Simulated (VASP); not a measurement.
# Au (I4_1/amd) in VASP: further runs

Runs on Au. Level: PBEsol. Tasks: relaxation of cell and atoms.

Program: VASP 6.6.1. These are calculated values, not measurements. Logs are shortened: lines on timing, memory, paths and dates and some standing lists are left out, and cuts for length are marked.

### Step 1. The cell of the first run

Symmetry: I4_1/amd, No. 141, tetragonal system. The conventional cell has a = 4.441 Å, b = 4.441 Å, c = 2.443 Å, α = 90.00°, β = 90.00°, γ = 90.00°. Within 3.0 Å of Au (site symmetry -4m2) lie 10 Au at 2.30 to 2.88 Å.

### Step 2. Relaxation of cell and atoms, PBEsol, target pressure 170 GPa, at which the enthalpy is minimised

File INCAR:

```
SYSTEM = Au
ALGO     = Normal         ! electronic algorithm
EDIFF    = 1E-7           ! SCF threshold, eV
EDIFFG   = -0.005         ! ionic threshold
ENCUT    = 500            ! plane-wave cutoff, eV
GGA      = PS             ! functional
GGA_COMPAT= .False.      
IBRION   = 2              ! ionic algorithm
ISIF     = 3              ! what is computed and relaxed
ISMEAR   = -1             ! smearing method
LASPH    = .True.         ! aspherical terms in the spheres
LCHARG   = .False.        ! write CHGCAR
LREAL    = .False.        ! projectors in reciprocal space
LWAVE    = .False.        ! write WAVECAR
NELM     = 120            ! most SCF steps
NELMIN   = 4            
NSW      = 60             ! ionic steps
PREC     = Accurate       ! precision mode
PSTRESS  = 1700.0       
SIGMA    = 0.08           ! smearing width, eV
```

File KPOINTS:

```
k-points
0
Gamma
  18 18 18
  0 0 0
```

File POSCAR:

```
Au
1.0
   -2.2204875196      2.2204875196      1.2212681358
    2.2204875196     -2.2204875196      1.2212681358
    2.2204875196      2.2204875196     -1.2212681358
Au
2
Direct
   -0.3750000000     -0.1250000000     -0.2500000000
    0.3750000000      0.1250000000      0.2500000000
```

Potentials or basis: VASP PAW PBE potentials, release 64 (Au).

On the command line:

```bash
$ cat potpaw_PBE.64/Au/POTCAR > POTCAR
$ mpirun -np 1 vasp_std > vasp.out
```

OUTCAR:

```text
SYSTEM = Au
   EDIFF = 1E-7
   EDIFFG = -0.005
   ENCUT = 500
   GGA = PS
   IBRION = 2
   ISIF = 3
   ISMEAR = -1
   LASPH = .True.
   LREAL = .False.
   NELM = 120
   NELMIN = 4
   NSW = 60
   PREC = Accurate
   PSTRESS = 1700.0

 ion  position               nearest neighbor table
   1  0.625  0.875  0.750-   2 2.30   2 2.30   2 2.30   2 2.30   2 2.88   2 2.88   2 2.88   2 2.88

   2  0.375  0.125  0.250-   1 2.30   1 2.30   1 2.30   1 2.30   1 2.88   1 2.88   1 2.88   1 2.88

  LATTYP: Found a body centered tetragonal cell.
 ALAT       =     4.4409750392
 C/A-ratio  =     0.5500000000

  Lattice vectors:

 A1 = (  -2.2204875196,   2.2204875196,   1.2212681358)
 A2 = (   2.2204875196,  -2.2204875196,   1.2212681358)
 A3 = (   2.2204875196,   2.2204875196,  -1.2212681358)

Analysis of symmetry for initial positions (statically):
=====================================================================
 Subroutine PRICEL returns:
 Original cell was already a primitive cell.

 Routine SETGRP: Setting up the symmetry group for a
 body centered tetragonal supercell.

 Subroutine GETGRP returns: Found 16 space group operations
 (whereof  4 operations were pure point group operations)
 out of a pool of 16 trial point group operations.

The static configuration has the point symmetry C_2h.
 The point group associated with its full space group is D_4h.

Analysis of symmetry for dynamics (positions and initial velocities):
=====================================================================
 Subroutine PRICEL returns:
 Original cell was already a primitive cell.

 Routine SETGRP: Setting up the symmetry group for a
 body centered tetragonal supercell.

 Subroutine GETGRP returns: Found 16 space group operations
 (whereof  4 operations were pure point group operations)
 out of a pool of 16 trial point group operations.

The dynamic configuration has the point symmetry C_2h.
 The point group associated with its full space group is D_4h.

 Subroutine INISYM returns: Found 16 space group operations
 (whereof  4 operations are pure point group operations),
 and found     1 'primitive' translations

----------------------------------------------------------------------------------------

                                     Primitive cell

  volume of cell :      24.0862

  direct lattice vectors                    reciprocal lattice vectors
    -2.220487520  2.220487520  1.221268136     0.000000000  0.225175776  0.409410502
     2.220487520 -2.220487520  1.221268136     0.225175776  0.000000000  0.409410502
     2.220487520  2.220487520 -1.221268136     0.225175776  0.225175776  0.000000000

  length of vectors
     3.369365743  3.369365743  3.369365743     0.467248423  0.467248423  0.318446636
[... 108 lines left out ...]
   AEXX    =    0.0000 exact exchange contribution
   IVDW    =     0    specifies the selected vdW correction
   LEPSILON=     F    determine dielectric tensor
   LRPA    =     F    only Hartree local field effects (RPA)
 conjugate gradient relaxation of ions
 non-spin polarized calculation
  energy-cutoff  :      500.00
  volume of cell :       24.09
 maximum number of plane-waves:       632
 NGX is ok and might be reduce to    28
   NGX = 13   NGY = 13   NGZ = 13

--------------------------------------- Ionic step        1  -------------------------------------------

 number of electron      21.9999999 magnetization

 Free energy of the ion-electron system (eV)
  ---------------------------------------------------
  ext. energy  EPLUGINS =         0.00000000
  ---------------------------------------------------
  free energy    TOTEN  =        -1.85375713 eV

  energy without entropy =       -1.84448063  energy(sigma->0) =       -1.84911888

------------------------ aborting loop because EDIFF is reached ----------------------------------------

  FORCE on cell =-STRESS in cart. coord.  units (eV):
  Direction    XX          YY          ZZ          XY          YZ          ZX
  --------------------------------------------------------------------------------------
  -------------------------------------------------------------------------------------
  Total       34.9261160     34.9261160     25.9022545     -0.0000000      0.0000000      0.0000000
  in kB     2323.2352278   2323.2352278   1722.9808818     -0.0000000      0.0000000      0.0000000
  external PRESSURE =     423.1504458 kB  Pullay stress =    1700.0000000 kB
[... 25 lines left out ...]
--------------------------------------- Ionic step        2  -------------------------------------------

 number of electron      21.9999997 magnetization

 E-fermi :   7.9801     XC(G=0): -12.3642

 val. band max:        7.9547466688   @ k =   0.3889   0.2778   0.1111
 cond. band min:       7.9842067308   @ k =  -0.3333   0.5000   0.1667
 fundamental gap:      0.0294600620
 Fermi energy:         7.9800679493

 k-point     1 :       0.0000    0.0000    0.0000
  band No.  band energies     occupation
      1      -1.1997      2.00000
      2       0.6898      2.00000
      3       1.4796      2.00000
      4       1.8476      2.00000
      5       2.0100      2.00000
      6       6.0025      2.00000
      7       6.1480      2.00000
      8       6.1480      2.00000
      9       6.1599      2.00000
     10       6.1599      2.00000
     11       6.9231      2.00000
     12      10.8728      0.00000
     13      10.8728      0.00000
     14      13.8913      0.00000
[... 486 lines left out ...]
  energy  without entropy=       -3.8882584791  energy(sigma->0) =       -3.89291153

  enthalpy is  TOTEN    =        23.4935018872 eV   P V=       27.3910664612

[... ionic steps 4 to 8 ...]

--------------------------------------- Ionic step        9  -------------------------------------------

 number of electron      21.9999998 magnetization

------------------------ aborting loop because EDIFF is reached ----------------------------------------
[... 71 lines left out ...]
--------------------------------------- Ionic step       11  -------------------------------------------

 number of electron      21.9999998 magnetization

 Free energy of the ion-electron system (eV)
  ---------------------------------------------------
  ext. energy  EPLUGINS =         0.00000000
  ---------------------------------------------------
  free energy    TOTEN  =        -3.23311004 eV

  energy without entropy =       -3.22440837  energy(sigma->0) =       -3.22875921

 E-fermi :  15.2599     XC(G=0): -14.6737

 val. band max:       15.2535830541   @ k =  -0.2778   0.3333   0.1111
 cond. band min:      15.2631174416   @ k =  -0.0556  -0.3889   0.0556
 fundamental gap:      0.0095343876
 Fermi energy:        15.2598546172

 k-point     1 :       0.0000    0.0000    0.0000
  band No.  band energies     occupation
      1       1.7950      2.00000
      2       4.4649      2.00000
      3       5.3562      2.00000
      4       5.7328      2.00000
      5       6.4527      2.00000
      6      11.4346      2.00000
      7      11.4346      2.00000
      8      11.4861      2.00000
      9      11.4861      2.00000
     10      13.5726      2.00000
     11      15.2209      1.23857
     12      18.9392      0.00000
     13      18.9392      0.00000
     14      28.1297      0.00000
[... 448 lines left out ...]
  energy  without entropy=       -3.2244083693  energy(sigma->0) =       -3.22875921

  enthalpy is  TOTEN    =        23.4288152578 eV   P V=       26.6619253010

 reached required accuracy - stopping structural energy minimisation
```

OSZICAR:

```text
N       E                     dE             d eps       ncg     rms          rms(c)
DAV:   1     0.130039877208E+03    0.13004E+03   -0.12137E+04 14424   0.145E+03
DAV:   2    -0.888379996401E+00   -0.13093E+03   -0.12763E+03 15765   0.315E+02
DAV:   3    -0.247414639875E+01   -0.15858E+01   -0.15836E+01 17767   0.372E+01
[... 95 lines left out ...]
DAV:   1    -0.323355430362E+01    0.37530E-01   -0.10720E-02 15583   0.105E+00    0.190E-01
DAV:   2    -0.323315569754E+01    0.39861E-03   -0.73106E-04 15674   0.280E-01    0.106E-01
DAV:   3    -0.323310935752E+01    0.46340E-04   -0.13110E-04 16913   0.114E-01    0.513E-02
DAV:   4    -0.323311001808E+01   -0.66056E-06   -0.10676E-05 15982   0.284E-02    0.350E-03
DAV:   5    -0.323311004321E+01   -0.25124E-07   -0.42894E-07 16549   0.648E-03
  11 F= 0.23428815E+02 E0= 0.23433166E+02  d E =-.573473E-05
```

CONTCAR:

```text
Au
   1.00000000000000
    -2.2883779009644574    2.2883779009644574    1.1996033967252604
     2.2883779009644574   -2.2883779009644574    1.1996033967252604
     2.2883779009644574    2.2883779009644574   -1.1996033967252604
  Au
     2
Direct
     0.6250000000000000    0.8750000000000000    0.7500000000000000
     0.3750000000000000    0.1250000000000000    0.2500000000000000

  0.00000000E+00  0.00000000E+00  0.00000000E+00
  0.00000000E+00  0.00000000E+00  0.00000000E+00
```

Wall time 23 min (1 thread of Intel Xeon Platinum 8259CL at 2.50GHz (Skylake/Cascade Lake), shared host); peak memory 0.31 GiB.

Results:

- Free energy: -3.2331 eV
- Relaxed volume: 12.56 Å³/atom
- Relaxed cell: a = 3.451 Å, b = 3.451 Å, c = 3.451 Å, α = 96.94°, β = 96.94°, γ = 139.32°
- Space group after relaxing (to 0.1 Å): I4_1/amd (No. 141)
- Energy change on relaxing (the run minimises the enthalpy): -689.7 meV/atom
- Ionic steps: 11
- Pressure after relaxing: 170.0 GPa
- Band gap on the k mesh: zero (bands 11 and 12 overlap by 7.25 eV)

The path:
```
step  energy change (eV)  largest force (eV/Å)  pressure (GPa)  volume (Å³)
   1              0.0000                0.0000          212.32        24.09
   2             -5.1072                0.0000           12.02        36.51
   3             -2.0438                0.0000          147.18        25.81
   4             -1.6329                0.0000          160.55        25.40
   5             -1.5980                0.0000          161.68        25.37
   6              0.1876                0.0000          215.15        24.23
   7             -1.3960                0.0000          169.40        25.14
   8             -1.3786                0.0000          170.01        25.13
   9             -1.3722                0.0000          170.24        25.12
  10             -1.4173                0.0000          168.74        25.16
  11             -1.3794                0.0000          170.01        25.13
```

Final structure:
```xyz
2
Lattice="-2.2884 2.2884 1.1996 2.2884 -2.2884 1.1996 2.2884 2.2884 -1.1996" Properties=species:S:1:pos:R:3 pbc="T T T"
Au    2.2884    1.1442    0.8997
Au    0.0000    1.1442    0.2999
```

Levels at points of the mesh, in eV from the Fermi level:
```
           k point  band 8  band 9  band 10  band 11  band 12  band 13  band 14  band 15
(0.00, 0.00, 0.00)   -3.77   -3.77    -1.69    -0.04     3.68     3.68    12.87    15.73
(0.50, 0.00, 0.00)   -3.77   -2.64    -2.35     1.34     4.97     6.29     7.44    12.02
(0.50, 0.50, 0.00)   -5.03   -2.87    -2.87    -2.58    -2.58    11.81    11.81    13.59
(0.50, 0.50, 0.50)   -3.54   -3.42    -3.42    -3.30    -3.30     4.44     4.44    18.46
```

Caveat: the cell is relaxed towards a set pressure, so the run minimises the enthalpy, not the energy; the PAW data sets were made with another functional, which shifts forces and pressure a little; spin-orbit coupling is left out, which moves the levels of the heavy elements.

### Step 3. Relaxation of cell and atoms, PBEsol, target pressure 170 GPa, at which the enthalpy is minimised

This run uses another cell than the first one, of 12.56 Å³/atom.

File INCAR:

```
SYSTEM = Au
ALGO = Normal
EDIFF = 1E-7
EDIFFG = -0.005
ENCUT = 500
GGA = PS
GGA_COMPAT = .FALSE.
IBRION = 2
ISIF = 3
ISMEAR = -1
LASPH = .TRUE.
LCHARG = .FALSE.
LREAL = .FALSE.
LWAVE = .FALSE.
NELM = 120
NELMIN = 4
NSW = 32
PREC = Accurate
PSTRESS = 1700.0
SIGMA = 0.08
```

File KPOINTS:

```
k-points
0
G
  18 18 18
  0 0 0
```

File POSCAR:

```
Au
1.0
   -2.2883825129      2.2883825129      1.1994065223
    2.2883825129     -2.2883825129      1.1994065223
    2.2883825129      2.2883825129     -1.1994065223
Au
2
Direct
   -0.3750000000     -0.1250000000     -0.2500000000
    0.3750000000      0.1250000000      0.2500000000
```

Potentials or basis: VASP PAW PBE potentials, release 64 (Au).

On the command line:

```bash
$ cat potpaw_PBE.64/Au/POTCAR > POTCAR
$ mpirun -np 1 vasp_std > vasp.out
```

Wall time 9.8 min (1 thread of Intel Xeon Platinum 8259CL at 2.50GHz (Skylake/Cascade Lake), shared host); peak memory 0.29 GiB.

It converged, with:

```yaml
Free_energy: -3.2335 eV
Relaxed_volume: 12.56 Å³/atom
Relaxed_cell: a = 3.451 Å, b = 3.451 Å, c = 3.451 Å, α = 96.94°, β = 96.94°, γ = 139.32°
Space_group_after_relaxing_to_0.1_Å: I4_1/amd (No. 141)
Energy_change_on_relaxing_the_run_minimises_the_enthalpy: -1.8 meV/atom
Ionic_steps: 7
Pressure_after_relaxing: 170.0 GPa
Band_gap_on_the_k_mesh: zero (bands 11 and 12 overlap by 7.25 eV)
```

The path:
```csv
step,energy change (eV),largest force (eV/Å),pressure (GPa),volume (Å³)
1,0.0000,0.0000,170.12,25.12
2,-0.0366,0.0000,168.87,25.16
3,-0.0046,0.0000,169.96,25.13
4,-0.0049,0.0000,169.95,25.13
5,-0.0048,0.0000,169.96,25.13
6,0.0013,0.0000,170.15,25.12
7,-0.0036,0.0000,170.00,25.13
```

Final structure:
```
Au
1.0
    -2.28834    2.28834    1.19961
     2.28834   -2.28834    1.19961
     2.28834    2.28834   -1.19961
Au
2
Direct
  0.62500 0.87500 0.75000
  0.37500 0.12500 0.25000
```

Levels at points of the mesh, in eV from the Fermi level:
| k point | band 7 | band 8 | band 9 | band 10 | band 11 | band 12 | band 13 | band 14 | band 15 |
| --- | --- | --- | --- | --- | --- | --- | --- | --- | --- |
| (0.00, 0.00, 0.00) | -3.83 | -3.77 | -3.77 | -1.69 | -0.04 | 3.68 | 3.68 | 12.87 | 15.73 |
| (0.50, 0.00, 0.00) | -4.08 | -3.77 | -2.64 | -2.35 | 1.34 | 4.97 | 6.29 | 7.44 | 12.02 |
| (0.50, 0.50, 0.00) | -5.03 | -5.03 | -2.87 | -2.87 | -2.58 | -2.58 | 11.81 | 11.81 | 13.59 |
| (0.50, 0.50, 0.50) | -3.54 | -3.54 | -3.42 | -3.42 | -3.30 | -3.30 | 4.44 | 4.44 | 18.46 |

Caveat: the cell is relaxed towards a set pressure, so the run minimises the enthalpy, not the energy; the PAW data sets were made with another functional, which shifts forces and pressure a little; spin-orbit coupling is left out, which moves the levels of the heavy elements.
